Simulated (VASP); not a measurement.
# LiNbO3 (LiNbO3, measured cell) (R3c) in VASP: single point with LDA

Aim: the single point of LiNbO3 (LiNbO3, measured cell) with LDA.

Program: VASP 6.6.1. These are calculated values, not measurements. Logs are shortened: lines on timing, memory, paths and dates and some standing lists are left out, and cuts for length are marked.

### 1 The cell of the first run

The structure is trigonal, space group R3c (No. 161). The conventional cell has a = 5.150 Å, b = 5.150 Å, c = 13.874 Å, α = 90.00°, β = 90.00°, γ = 120.00°. Li (site symmetry 3) has 6 O at 2.08 to 2.24 Å within 2.8 Å. Nb (site symmetry 3) has 6 O at 1.88 to 2.11 Å within 2.5 Å. Within 2.5 Å of O (site symmetry 1) lie 2 Nb at 1.88 to 2.11 Å and 2 Li at 2.08 to 2.24 Å.

### 2 Single point, LDA

Contents of INCAR:

```
SYSTEM = LiNbO3
PREC = Accurate ; ENCUT = 520
EDIFF = 1E-6 ; ISMEAR = 0
SIGMA = 0.01 ; LREAL = .False.
LASPH = .True. ; NELM = 80
ALGO = Normal ; ISIF = 2
LWAVE = .False. ; LCHARG = .False.
GGA = CA ; NBANDS = 45
```

Contents of KPOINTS:

```
Automatic mesh
0
Gamma
  6 6 6
  0 0 0
```

Contents of POSCAR:

```
LiNbO3
1.0
    2.5752491681      1.4868208005      4.6247300000
   -2.5752491681      1.4868208005      4.6247300000
    0.0000000000     -2.9736416009      4.6247300000
Li Nb O
2 2 6
Direct
    0.2820306374      0.2820306374      0.2820306374
    0.7820306374      0.7820306374      0.7820306374
   -0.0013055461     -0.0013055461     -0.0013055461
    0.4986944539      0.4986944539      0.4986944539
    0.1146593046      0.3560547597      0.7202308444
    0.7202308444      0.1146593046      0.3560547597
    0.3560547597      0.7202308444      0.1146593046
    0.2202308444      0.8560547597      0.6146593046
    0.8560547597      0.6146593046      0.2202308444
    0.6146593046      0.2202308444      0.8560547597
```

Potentials or basis: VASP PAW LDA potentials, release 64 (Li_sv, Nb_sv, O).

Command:

```bash
cat potpaw_LDA.64/Li_sv/POTCAR potpaw_LDA.64/Nb_sv/POTCAR potpaw_LDA.64/O/POTCAR > POTCAR
mpirun -np 1 vasp_std > vasp.out
```

OUTCAR:

```text
SYSTEM = LiNbO3
   PREC = Accurate
   ENCUT = 520
   EDIFF = 1E-6
   ISMEAR = 0
   LREAL = .False.
   LASPH = .True.
   NELM = 80
   ISIF = 2
   GGA = CA

 ion  position               nearest neighbor table
   1  0.282  0.282  0.282-   9 2.08  10 2.08   8 2.08   6 2.24   5 2.24   7 2.24
   2  0.782  0.782  0.782-   5 2.08   6 2.08   7 2.08  10 2.24   9 2.24   8 2.24
   3  0.999  0.999  0.999-   7 1.88   6 1.88   5 1.88  10 2.11   8 2.11   9 2.11
   4  0.499  0.499  0.499-   8 1.88  10 1.88   9 1.88   6 2.11   7 2.11   5 2.11
   5  0.115  0.356  0.720-   3 1.88   2 2.08   4 2.11   1 2.24
   6  0.720  0.115  0.356-   3 1.88   2 2.08   4 2.11   1 2.24
   7  0.356  0.720  0.115-   3 1.88   2 2.08   4 2.11   1 2.24
   8  0.220  0.856  0.615-   4 1.88   1 2.08   3 2.11   2 2.24
   9  0.856  0.615  0.220-   4 1.88   1 2.08   3 2.11   2 2.24
  10  0.615  0.220  0.856-   4 1.88   1 2.08   3 2.11   2 2.24

  LATTYP: Found a trigonal (rhomboedric) cell.
 ALAT       =     5.4982426232
 COS(alpha) =     0.5612463864

  Lattice vectors:

 A1 = (   2.5752491681,   1.4868208005,   4.6247300000)
 A2 = (  -2.5752491681,   1.4868208005,   4.6247300000)
 A3 = (   0.0000000000,  -2.9736416009,   4.6247300000)

Analysis of symmetry for initial positions (statically):
=====================================================================
 Subroutine PRICEL returns:
 Original cell was already a primitive cell.

 Routine SETGRP: Setting up the symmetry group for a
 trigonal (rhombohedral) supercell.

 Subroutine GETGRP returns: Found  6 space group operations
 (whereof  3 operations were pure point group operations)
 out of a pool of 12 trial point group operations.

The static configuration has the point symmetry C_3 .
 The point group associated with its full space group is C_3v.

Analysis of symmetry for dynamics (positions and initial velocities):
=====================================================================
 Subroutine PRICEL returns:
 Original cell was already a primitive cell.

 Routine SETGRP: Setting up the symmetry group for a
 trigonal (rhombohedral) supercell.

 Subroutine GETGRP returns: Found  6 space group operations
 (whereof  3 operations were pure point group operations)
 out of a pool of 12 trial point group operations.

The dynamic configuration has the point symmetry C_3 .
 The point group associated with its full space group is C_3v.

 Subroutine INISYM returns: Found  6 space group operations
 (whereof  3 operations are pure point group operations),
 and found     1 'primitive' translations

----------------------------------------------------------------------------------------

                                     Primitive cell

  volume of cell :     106.2467

  direct lattice vectors                    reciprocal lattice vectors
     2.575249168  1.486820801  4.624730000     0.194155970  0.112096001  0.072076280
    -2.575249168  1.486820801  4.624730000    -0.194155970  0.112096001  0.072076280
     0.000000000 -2.973641601  4.624730000     0.000000000 -0.224192003  0.072076280

  length of vectors
     5.498242623  5.498242623  5.498242623     0.235493194  0.235493194  0.235493194

  position of ions in fractional coordinates (direct lattice)
     0.282030637  0.282030637  0.282030637
     0.782030637  0.782030637  0.782030637
     0.998694454  0.998694454  0.998694454
     0.498694454  0.498694454  0.498694454
     0.114659305  0.356054760  0.720230844
     0.720230844  0.114659305  0.356054760
     0.356054760  0.720230844  0.114659305
     0.220230844  0.856054760  0.614659305
     0.856054760  0.614659305  0.220230844
     0.614659305  0.220230844  0.856054760

  ion indices of the primitive-cell ions
   primitive index   ion index
                 1           1
                 2           2
                 3           3
                 4           4
                 5           5
                 6           6
                 7           7
                 8           8
                 9           9
                10          10

----------------------------------------------------------------------------------------

 KPOINTS: Automatic mesh

Automatic generation of k-mesh.
 Grid dimensions read from file:
 generate k-points for:    6    6    6

 Generating k-lattice:

  Cartesian coordinates                     Fractional coordinates (reciprocal lattice)
     0.032359328  0.018682667  0.012012713     0.166666667 -0.000000000 -0.000000000
    -0.032359328  0.018682667  0.012012713    -0.000000000  0.166666667 -0.000000000
     0.000000000 -0.037365334  0.012012713     0.000000000  0.000000000  0.166666667

  Length of vectors
     0.039248866  0.039248866  0.039248866

  Shift w.r.t. Gamma in fractional coordinates (k-lattice)
     0.000000000  0.000000000  0.000000000

 Subroutine IBZKPT returns following result:
 ===========================================

 Found     32 irreducible k-points:

 Following reciprocal coordinates:
            Coordinates               Weight
  0.000000  0.000000  0.000000      1.000000
  0.166667 -0.000000  0.000000      6.000000
  0.333333  0.000000  0.000000      6.000000
  0.500000  0.000000  0.000000      3.000000
  0.166667  0.166667  0.000000      6.000000
  0.333333  0.166667 -0.000000     12.000000
[... 16 lines left out ...]
  0.500000  0.500000  0.166667      6.000000
 -0.333333  0.500000  0.166667     12.000000
 [... further k-points ...]
   k-points           NKPTS =     32   k-points in BZ     NKDIM =     32   number of bands    NBANDS=     45
   number of dos      NEDOS =    301   number of ions     NIONS =     10
   total plane-waves  NPLWV =  74088
   dimension x,y,z NGX =    42 NGY =   42 NGZ =   42
   dimension x,y,z NGXF=    84 NGYF=   84 NGZF=   84
   ions per type =               2   2   6
   NGX,Y,Z   is equivalent  to a cutoff of  12.70, 12.70, 12.70 a.u.
   NGXF,Y,Z  is equivalent  to a cutoff of  25.40, 25.40, 25.40 a.u.
 SYSTEM =  LiNbO3
   PREC   = accura    normal or accurate (medium, high low for compatibility)
   ISTART =      0    job   : 0-new  1-cont  2-samecut
   ICHARG =      2    charge: 1-file 2-atom 10-const
   ISPIN  =      1    spin polarized calculation?
   LNONCOLLINEAR =      F non collinear calculations
   LSORBIT =      F    spin-orbit coupling
   LASPH  =      T    aspherical Exc in radial PAW
   ENCUT  =  520.0 eV  38.22 Ry    6.18 a.u.  10.22 10.22 10.22*2*pi/ulx,y,z
   NELM   =     80;   NELMIN=  2; NELMDL= -5     # of ELM steps
   EDIFF  = 0.1E-05   stopping-criterion for ELM
   LREAL  =      F    real-space projection
   EDIFFG = 0.1E-04   stopping-criterion for IOM
   NSW    =      0    number of steps for IOM
   IBRION =     -1    ionic relax: 0-MD 1-quasi-New 2-CG
   NFREE  =      0    steps in history (QN), initial steepest desc. (CG)
   ISIF   =      2    stress and relaxation
   ISYM   =      2    0-nonsym 1-usesym 2-fastsym
   POTIM  = 0.5000    time-step for ionic-motion
   TEBEG  =    0.0;   TEEND  =   0.0 temperature during run
   PSTRESS=    0.0 pullay stress
   NELECT =      68.0000    total number of electrons
   NUPDOWN=      -1.0000    fix difference up-down
   EMIN   =  10.00;   EMAX   =-10.00  energy-range for DOS
   EFERMI =   0.00;   METHOD = LEGACY
   ISMEAR =     0;   SIGMA  =   0.01  broadening in eV -4-tet -1-fermi 0-gaus
   EFERMI_NEDOS =   21; number of points for ismear=-14 and -15
   IALGO  =     38    algorithm
   IMIX   =      4    mixing-type and parameters
     AMIX     =   0.40;   BMIX     =  1.00
     AMIX_MAG =   1.60;   BMIX_MAG =  1.00
  volume/ion in A,a.u.               =      10.62        71.70
  Fermi-wavevector in a.u.,A,eV,Ry     =   1.410823  2.666069 27.081341  1.990422
  Thomas-Fermi vector in A             =   2.532738
   LORBIT       =      0    0 simple, 1 ext, 2 COOP (PROOUT), +10 PAW based schemes
   GGA     = CA    functional components
   LHFCALC =     F    Hartree Fock is set to
   AEXX    =    0.0000 exact exchange contribution
   IVDW    =     0    specifies the selected vdW correction
   LEPSILON=     F    determine dielectric tensor
   LRPA    =     F    only Hartree local field effects (RPA)
 non-spin polarized calculation
 Gauss-broadening in eV      SIGMA  =   0.01
  energy-cutoff  :      520.00
  volume of cell :      106.25
 maximum number of plane-waves:      2904
 NGX is ok and might be reduce to    42
   NGX = 21   NGY = 21   NGZ = 21

 number of electron      67.9999999 magnetization

 Free energy of the ion-electron system (eV)
  ---------------------------------------------------
  ext. energy  EPLUGINS =         0.00000000
  ---------------------------------------------------
  free energy    TOTEN  =       -87.53219325 eV

  energy without entropy =      -87.53219325  energy(sigma->0) =      -87.53219325

 E-fermi :   3.3806     XC(G=0): -11.3262

 val. band max:        3.3115416979   @ k =   0.1667   0.1667   0.1667
 cond. band min:       6.7138259955   @ k =   0.0000   0.0000   0.0000
 fundamental gap:      3.4022842976
 Fermi energy:         3.3806006308

 k-point     1 :       0.0000    0.0000    0.0000
  band No.  band energies     occupation
      1     -50.4968      2.00000
      2     -50.4807      2.00000
      3     -38.2127      2.00000
      4     -38.2097      2.00000
      5     -26.9969      2.00000
      6     -26.9969      2.00000
[... 37 lines left out ...]
     44      13.3319      0.00000
     45      13.4406      0.00000

 k-point     2 :       0.1667   -0.0000    0.0000
  band No.  band energies     occupation
      1     -50.4957      2.00000
      2     -50.4818      2.00000
      3     -38.2125      2.00000
      4     -38.2099      2.00000
      5     -26.9879      2.00000
      6     -26.9865      2.00000
[... 1048 lines left out ...]
 k-point    24 :      -0.3333    0.5000    0.1667
  band No.  band energies     occupation
      1     -50.4900      2.00000
      2     -50.4873      2.00000
      3     -38.2116      2.00000
      4     -38.2110      2.00000
      5     -27.0001      2.00000
      6     -26.9984      2.00000
[... 37 lines left out ...]
     44      12.8503      0.00000
     45      13.5568      0.00000

 [... further k-points ...]

------------------------ aborting loop because EDIFF is reached ----------------------------------------

  FORCE on cell =-STRESS in cart. coord.  units (eV):
  Direction    XX          YY          ZZ          XY          YZ          ZX
  --------------------------------------------------------------------------------------
  -------------------------------------------------------------------------------------
  Total       -3.2386198     -3.2386198     -3.5477933      0.0000000     -0.0000000      0.0000000
  in kB      -48.8376803    -48.8376803    -53.4999498      0.0000000     -0.0000000      0.0000000
  external PRESSURE =     -50.3917701 kB  Pullay stress =       0.0000000 kB

 VOLUME and BASIS-vectors are now :
 -----------------------------------------------------------------------------
  energy-cutoff  :      520.00
  volume of cell :      106.25
      direct lattice vectors                 reciprocal lattice vectors
     2.575249168  1.486820801  4.624730000     0.194155970  0.112096001  0.072076280
    -2.575249168  1.486820801  4.624730000    -0.194155970  0.112096001  0.072076280
     0.000000000 -2.973641601  4.624730000     0.000000000 -0.224192003  0.072076280

 POSITION                                       TOTAL-FORCE (eV/Angst)
 -----------------------------------------------------------------------------------
      0.00000      0.00000      3.91295         0.000000     -0.000000     -0.000246
      0.00000      0.00000     10.85004         0.000000     -0.000000     -0.000246
      0.00000      0.00000     13.85608         0.000000     -0.000000     -0.062586
      0.00000      0.00000      6.91898         0.000000     -0.000000     -0.062586
     -0.62165     -1.44184      5.50780        -0.012318      0.029819      0.020944
      1.55950      0.18255      5.50780        -0.019665     -0.025577      0.020944
     -0.93784      1.25929      5.50780         0.031983     -0.004242      0.020944
     -1.63741     -0.22753      7.82016        -0.031983     -0.004242      0.020944
      0.62165      1.53180      7.82016         0.012318      0.029819      0.020944
      1.01575     -1.30427      7.82016         0.019665     -0.025577      0.020944
 -----------------------------------------------------------------------------------
    total drift:                               -0.000000      0.000000      0.000634

  FREE ENERGIE OF THE ION-ELECTRON SYSTEM (eV)
  ---------------------------------------------------
  free  energy   TOTEN  =       -87.5321932487 eV

  energy  without entropy=      -87.5321932487  energy(sigma->0) =      -87.53219325
```

It took 4.1 min on 1 thread of Intel Xeon Platinum 8488C (Sapphire Rapids), shared host; peak memory 0.28 GiB.

What came out:

```
Free energy            : -87.5322 eV
Largest force          : 0.063 eV/Å
Band gap on the k mesh : 3.40 eV, indirect (least direct gap 3.41 eV)
```

Forces on the atoms (eV/Å):
```
Li   0.000  0.000  0.000
Li   0.000  0.000  0.000
Nb   0.000  0.000 -0.063
Nb   0.000  0.000 -0.063
O   -0.012  0.030  0.021
O   -0.020 -0.026  0.021
O    0.032 -0.004  0.021
O   -0.032 -0.004  0.021
O    0.012  0.030  0.021
O    0.020 -0.026  0.021
```

Caveat: the cutoff is under 1.25 times the usual one of these potentials, so pressure, stress and relaxed cells hold a basis-set (Pulay) error.
